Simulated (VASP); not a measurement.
# SnTe (CsCl type) (Pm-3m) in VASP: density of states with PBE

Aim: the density of states of SnTe (CsCl type) with PBE.

All numbers are computed with VASP 6.6.1; they aren't measurements. Logs are shortened: lines on timing, memory, paths and dates and some standing lists are left out, and cuts for length are marked.

## (1) The cell of the first run

The structure is cubic, space group Pm-3m (No. 221). Conventional cell: a = 3.186 Å, b = 3.186 Å, c = 3.186 Å, α = 90.00°, β = 90.00°, γ = 90.00°. Sn (site symmetry m-3m) has 8 Te at 2.76 Å and 6 Sn at 3.19 Å within 3.6 Å. Within 3.6 Å of Te (site symmetry m-3m) lie 8 Sn at 2.76 Å and 6 Te at 3.19 Å.

## (2) Density of states, PBE (volume scaled by 0.55)

Input file POSCAR:

```
SnTe
1.0
    3.1860250553      0.0000000000      0.0000000000
    0.0000000000      3.1860250553      0.0000000000
    0.0000000000      0.0000000000      3.1860250553
Sn Te
1 1
Direct
    0.0000000000      0.0000000000      0.0000000000
    0.5000000000      0.5000000000      0.5000000000
```

Input file INCAR.step1:

```
PREC = Accurate
ENCUT = 520
EDIFF = 1E-6
ISMEAR = -1
SIGMA = 0.05
LREAL = False
LASPH = True
NELM = 60
ALGO = Normal
ISIF = 2
LWAVE = False
LCHARG = True
GGA = PE
NBANDS = 17
```

Input file KPOINTS.step1:

```
regular mesh
0
Gamma
  13 13 13
```

Input file INCAR.step2:

```
PREC = Accurate
ENCUT = 520
EDIFF = 1E-6
ISMEAR = -5
SIGMA = 0.05
LREAL = False
LASPH = True
NELM = 60
ALGO = Normal
ISIF = 2
LWAVE = False
LCHARG = False
GGA = PE
LORBIT = 10
NEDOS = 1001
ICHARG = 11
```

Input file KPOINTS.step2:

```
regular mesh
0
Gamma
  20 20 20
```

Potentials or basis: VASP PAW PBE potentials, release 64 (Sn_d, Te).

Started as:

```
cat potpaw_PBE.64/Sn_d/POTCAR potpaw_PBE.64/Te/POTCAR > POTCAR
cp INCAR.step1 INCAR
cp KPOINTS.step1 KPOINTS
mpirun -np 1 vasp_std > vasp.out
cp INCAR.step2 INCAR
cp KPOINTS.step2 KPOINTS
mpirun -np 1 vasp_std > vasp.out
```

OUTCAR:

```text
PREC = Accurate
   ENCUT = 520
   EDIFF = 1E-6
   ISMEAR = -5
   LREAL = False
   LASPH = True
   NELM = 60
   ISIF = 2
   GGA = PE
   LORBIT = 10
   ICHARG = 11

 ion  position               nearest neighbor table
   1  0.000  0.000  0.000-   2 2.76   2 2.76   2 2.76   2 2.76   2 2.76   2 2.76   2 2.76   2 2.76

   2  0.500  0.500  0.500-   1 2.76   1 2.76   1 2.76   1 2.76   1 2.76   1 2.76   1 2.76   1 2.76

  LATTYP: Found a simple cubic cell.
 ALAT       =     3.1860250553

  Lattice vectors:

 A1 = (   3.1860250553,   0.0000000000,   0.0000000000)
 A2 = (   0.0000000000,   3.1860250553,   0.0000000000)
 A3 = (   0.0000000000,   0.0000000000,   3.1860250553)

Analysis of symmetry for initial positions (statically):
=====================================================================
 Subroutine PRICEL returns:
 Original cell was already a primitive cell.

 Routine SETGRP: Setting up the symmetry group for a
 simple cubic supercell.

 Subroutine GETGRP returns: Found 48 space group operations
 (whereof 48 operations were pure point group operations)
 out of a pool of 48 trial point group operations.

The static configuration has the point symmetry O_h .

Analysis of symmetry for dynamics (positions and initial velocities):
=====================================================================
 Subroutine PRICEL returns:
 Original cell was already a primitive cell.

 Routine SETGRP: Setting up the symmetry group for a
 simple cubic supercell.

 Subroutine GETGRP returns: Found 48 space group operations
 (whereof 48 operations were pure point group operations)
 out of a pool of 48 trial point group operations.

The dynamic configuration has the point symmetry O_h .

 Subroutine INISYM returns: Found 48 space group operations
 (whereof 48 operations are pure point group operations),
 and found     1 'primitive' translations

----------------------------------------------------------------------------------------

                                     Primitive cell

  volume of cell :      32.3406

  direct lattice vectors                    reciprocal lattice vectors
     3.186025055  0.000000000  0.000000000     0.313870727  0.000000000  0.000000000
     0.000000000  3.186025055  0.000000000     0.000000000  0.313870727  0.000000000
     0.000000000  0.000000000  3.186025055     0.000000000  0.000000000  0.313870727

  length of vectors
     3.186025055  3.186025055  3.186025055     0.313870727  0.313870727  0.313870727

  position of ions in fractional coordinates (direct lattice)
     0.000000000  0.000000000  0.000000000
     0.500000000  0.500000000  0.500000000

  ion indices of the primitive-cell ions
   primitive index   ion index
                 1           1
                 2           2

----------------------------------------------------------------------------------------

 KPOINTS: regular mesh

Automatic generation of k-mesh.
 Grid dimensions read from file:
 generate k-points for:   20   20   20

 Generating k-lattice:

  Cartesian coordinates                     Fractional coordinates (reciprocal lattice)
     0.015693536  0.000000000  0.000000000     0.050000000  0.000000000  0.000000000
     0.000000000  0.015693536  0.000000000     0.000000000  0.050000000  0.000000000
     0.000000000  0.000000000  0.015693536     0.000000000  0.000000000  0.050000000

  Length of vectors
     0.015693536  0.015693536  0.015693536

  Shift w.r.t. Gamma in fractional coordinates (k-lattice)
     0.000000000  0.000000000  0.000000000

 TETIRR: Found   3982 inequivalent tetrahedra from    48000

 Subroutine IBZKPT returns following result:
 ===========================================

 Found    286 irreducible k-points:

 Following reciprocal coordinates:
            Coordinates               Weight
  0.000000  0.000000  0.000000      1.000000
  0.050000  0.000000  0.000000      6.000000
  0.100000  0.000000  0.000000      6.000000
  0.150000  0.000000  0.000000      6.000000
  0.200000  0.000000  0.000000      6.000000
  0.250000  0.000000  0.000000      6.000000
[... 16 lines left out ...]
  0.150000  0.100000  0.000000     24.000000
  0.200000  0.100000  0.000000     24.000000
 [... further k-points ...]
   k-points           NKPTS =    286   k-points in BZ     NKDIM =    286   number of bands    NBANDS=     14
   number of dos      NEDOS =   1001   number of ions     NIONS =      2
   total plane-waves  NPLWV =  13824
   dimension x,y,z NGX =    24 NGY =   24 NGZ =   24
   dimension x,y,z NGXF=    48 NGYF=   48 NGZF=   48
   ions per type =               1   1
   NGX,Y,Z   is equivalent  to a cutoff of  12.52, 12.52, 12.52 a.u.
   NGXF,Y,Z  is equivalent  to a cutoff of  25.05, 25.05, 25.05 a.u.
 SYSTEM =  unknown system
   PREC   = accura    normal or accurate (medium, high low for compatibility)
   ISTART =      0    job   : 0-new  1-cont  2-samecut
   ICHARG =     11    charge: 1-file 2-atom 10-const
   ISPIN  =      1    spin polarized calculation?
   LNONCOLLINEAR =      F non collinear calculations
   LSORBIT =      F    spin-orbit coupling
   LASPH  =      T    aspherical Exc in radial PAW
   ENCUT  =  520.0 eV  38.22 Ry    6.18 a.u.   5.92  5.92  5.92*2*pi/ulx,y,z
   NELM   =     60;   NELMIN=  2; NELMDL=  0     # of ELM steps
   EDIFF  = 0.1E-05   stopping-criterion for ELM
   LREAL  =      F    real-space projection
   EDIFFG = 0.1E-04   stopping-criterion for IOM
   NSW    =      0    number of steps for IOM
   IBRION =     -1    ionic relax: 0-MD 1-quasi-New 2-CG
   NFREE  =      0    steps in history (QN), initial steepest desc. (CG)
   ISIF   =      2    stress and relaxation
   ISYM   =      2    0-nonsym 1-usesym 2-fastsym
   POTIM  = 0.5000    time-step for ionic-motion
   TEBEG  =    0.0;   TEEND  =   0.0 temperature during run
   PSTRESS=    0.0 pullay stress
   NELECT =      20.0000    total number of electrons
   NUPDOWN=      -1.0000    fix difference up-down
   EMIN   =  10.00;   EMAX   =-10.00  energy-range for DOS
   EFERMI =   0.00;   METHOD = LEGACY
   ISMEAR =    -5;   SIGMA  =   0.05  broadening in eV -4-tet -1-fermi 0-gaus
   EFERMI_NEDOS =   21; number of points for ismear=-14 and -15
   IALGO  =     38    algorithm
   IMIX   =      4    mixing-type and parameters
     AMIX     =   0.40;   BMIX     =  1.00
     AMIX_MAG =   1.60;   BMIX_MAG =  1.00
  volume/ion in A,a.u.               =      16.17       109.12
  Fermi-wavevector in a.u.,A,eV,Ry     =   1.394769  2.635731 26.468512  1.945381
  Thomas-Fermi vector in A             =   2.518286
   LORBIT       =     10    0 simple, 1 ext, 2 COOP (PROOUT), +10 PAW based schemes
   GGA     = PE    functional components
   LHFCALC =     F    Hartree Fock is set to
   AEXX    =    0.0000 exact exchange contribution
   IVDW    =     0    specifies the selected vdW correction
   LEPSILON=     F    determine dielectric tensor
   LRPA    =     F    only Hartree local field effects (RPA)
 non-spin polarized calculation
 Fermi weights with tetrahedron method with Bloechl corrections
  energy-cutoff  :      520.00
  volume of cell :       32.34
 maximum number of plane-waves:       912
 NGX is ok and might be reduce to    24

 number of electron      20.0000014 magnetization

 Free energy of the ion-electron system (eV)
  ---------------------------------------------------
  ext. energy  EPLUGINS =         0.00000000
  ---------------------------------------------------
  free energy    TOTEN  =        -2.26542825 eV

  energy without entropy =       -2.26542825  energy(sigma->0) =       -2.26542825

 E-fermi :  17.2559     XC(G=0): -12.9064

 val. band max:       17.3623434235   @ k =   0.3000   0.3000   0.3000
 cond. band min:      17.1483988503   @ k =   0.5000   0.4500   0.3000
 fundamental gap:     -0.2139445732
 Fermi energy:        17.2559191078

 k-point     1 :       0.0000    0.0000    0.0000
  band No.  band energies     occupation
      1      -5.3630      2.00000
      2      -5.3630      2.00000
      3      -5.0853      2.00000
      4      -5.0853      2.00000
      5      -5.0853      2.00000
      6      -1.2859      2.00000
      7      13.4119      2.00000
      8      13.4119      2.00000
      9      13.4119      2.00000
     10      14.9538      2.00000
     11      19.0841      0.00000
     12      19.0841      0.00000
     13      28.0655      0.00000
     14      28.0709      0.00000

 k-point     2 :       0.0500    0.0000    0.0000
  band No.  band energies     occupation
      1      -5.3626      2.00000
      2      -5.3569      2.00000
      3      -5.0884      2.00000
      4      -5.0884      2.00000
      5      -5.0852      2.00000
      6      -1.2470      2.00000
      7      12.7935      2.00000
      8      13.4602      2.00000
      9      13.4602      2.00000
     10      15.3675      2.00000
     11      19.1069      0.00000
     12      19.3731      0.00000
     13      27.6879      0.00000
     14      27.7187      0.00000

 k-point     3 :       0.1000    0.0000    0.0000
  band No.  band energies     occupation
      1      -5.3613      2.00000
      2      -5.3394      2.00000
      3      -5.0976      2.00000
      4      -5.0976      2.00000
      5      -5.0851      2.00000
      6      -1.1303      2.00000
      7      11.6783      2.00000
      8      13.6042      2.00000
      9      13.6042      2.00000
     10      15.9130      2.00000
     11      19.1752      0.00000
     12      20.1956      0.00000
     13      26.7560      0.00000
     14      26.7874      0.00000

 k-point     4 :       0.1500    0.0000    0.0000
  band No.  band energies     occupation
      1      -5.3594      2.00000
      2      -5.3122      2.00000
      3      -5.1118      2.00000
      4      -5.1118      2.00000
      5      -5.0849      2.00000
      6      -0.9359      2.00000
      7      10.4756      2.00000
      8      13.8417      2.00000
      9      13.8417      2.00000
     10      16.3228      2.04256
     11      19.2889      0.00000
     12      21.4056      0.00000
     13      25.6611      0.00000
     14      25.6650      0.00000

 k-point     5 :       0.2000    0.0000    0.0000
  band No.  band energies     occupation
      1      -5.3569      2.00000
      2      -5.2781      2.00000
      3      -5.1295      2.00000
      4      -5.1295      2.00000
      5      -5.0846      2.00000
      6      -0.6649      2.00000
      7       9.2774      2.00000
      8      14.1690      2.00000
      9      14.1690      2.00000
     10      16.6619      2.18467
     11      19.4473      0.00000
[... 276 lines left out ...]
 k-point    22 :       0.1000    0.1000    0.0000
  band No.  band energies     occupation
      1      -5.3488      2.00000
      2      -5.3262      2.00000
      3      -5.1115      2.00000
      4      -5.1004      2.00000
      5      -5.0936      2.00000
      6      -0.9728      2.00000
      7      11.5135      2.00000
      8      12.3174      2.00000
      9      13.7925      2.00000
     10      16.8525      1.97049
     11      19.9260      0.00000
     12      20.5735      0.00000
     13      24.6993      0.00000
     14      26.3199      0.00000

 k-point    23 :       0.1500    0.1000    0.0000
  band No.  band energies     occupation
      1      -5.3437      2.00000
      2      -5.3016      2.00000
      3      -5.1276      2.00000
      4      -5.1122      2.00000
      5      -5.0950      2.00000
      6      -0.7765      2.00000
      7      10.5793      2.00000
      8      12.2702      2.00000
      9      14.0251      2.00000
     10      17.2819      0.61338
     11      20.2370      0.00000
     12      21.5737      0.00000
     13      23.5252      0.00000
     14      25.5131      0.00000

 k-point    24 :       0.2000    0.1000    0.0000
  band No.  band energies     occupation
      1      -5.3401      2.00000
      2      -5.2679      2.00000
      3      -5.1476      2.00000
      4      -5.1289      2.00000
      5      -5.0947      2.00000
      6      -0.5030      2.00000
      7       9.4247      2.00000
      8      12.5238      2.00000
      9      14.3456      2.00000
     10      17.6263     -0.00915
     11      20.4528      0.00000
     12      22.2912      0.00000
     13      23.0456      0.00000
     14      24.5076      0.00000

 [... further k-points ...]

------------------------ aborting loop because EDIFF is reached ----------------------------------------

  FORCE on cell =-STRESS in cart. coord.  units (eV):
  Direction    XX          YY          ZZ          XY          YZ          ZX
  --------------------------------------------------------------------------------------
  -------------------------------------------------------------------------------------
  Total       20.8746839     20.8746839     20.8746839      0.0000000      0.0000000     -0.0000000
  in kB     1034.1485541   1034.1485541   1034.1485541      0.0000000      0.0000000     -0.0000000
  external PRESSURE =    1034.1485541 kB  Pullay stress =       0.0000000 kB

 VOLUME and BASIS-vectors are now :
 -----------------------------------------------------------------------------
  energy-cutoff  :      520.00
  volume of cell :       32.34
      direct lattice vectors                 reciprocal lattice vectors
     3.186025055  0.000000000  0.000000000     0.313870727  0.000000000  0.000000000
     0.000000000  3.186025055  0.000000000     0.000000000  0.313870727  0.000000000
     0.000000000  0.000000000  3.186025055     0.000000000  0.000000000  0.313870727

 POSITION                                       TOTAL-FORCE (eV/Angst)
 -----------------------------------------------------------------------------------
      0.00000      0.00000      0.00000         0.000000      0.000000      0.000000
      1.59301      1.59301      1.59301         0.000000      0.000000      0.000000
 -----------------------------------------------------------------------------------
    total drift:                               -0.000000      0.000000      0.000000

  FREE ENERGIE OF THE ION-ELECTRON SYSTEM (eV)
  ---------------------------------------------------
  free  energy   TOTEN  =        -2.2654282545 eV

  energy  without entropy=       -2.2654282545  energy(sigma->0) =       -2.26542825

 total charge

# of ion       s       p       d       tot
------------------------------------------
    1        1.287   1.335  10.207  12.829
    2        1.425   2.139   0.201   3.765
--------------------------------------------------
tot          2.712   3.473  10.409  16.594
```

Wall time 63 s (1 thread of AMD EPYC 7R13 (Zen 3), shared host); peak memory 0.23 GiB.

Results:

```yaml
Valence_electrons_inside_the_program's_atomic_spheres: Sn 12.83; Te 3.77
```

Levels at points of the mesh, in eV from the Fermi level:
| k point | band 6 | band 7 | band 8 | band 9 | band 10 | band 11 | band 12 | band 13 | band 14 |
| --- | --- | --- | --- | --- | --- | --- | --- | --- | --- |
| (0.00, 0.00, 0.00) | -18.54 | -3.84 | -3.84 | -3.84 | -2.30 | 1.83 | 1.83 | 10.81 | 10.81 |
| (0.50, 0.00, 0.00) | -15.50 | -13.12 | -0.33 | -0.33 | 1.85 | 2.23 | 2.23 | 2.60 | 3.54 |
| (0.50, 0.50, 0.00) | -12.20 | -9.77 | -9.77 | -8.23 | 0.81 | 4.88 | 4.88 | 5.07 | 7.56 |
| (0.50, 0.50, 0.50) | -10.57 | -5.93 | -5.93 | -5.93 | -4.77 | -4.29 | -4.29 | -4.29 | 20.15 |

Caveat: spin-orbit coupling is left out, which moves the levels of the heavy elements; tetrahedron occupations give inexact forces and stress in metals.
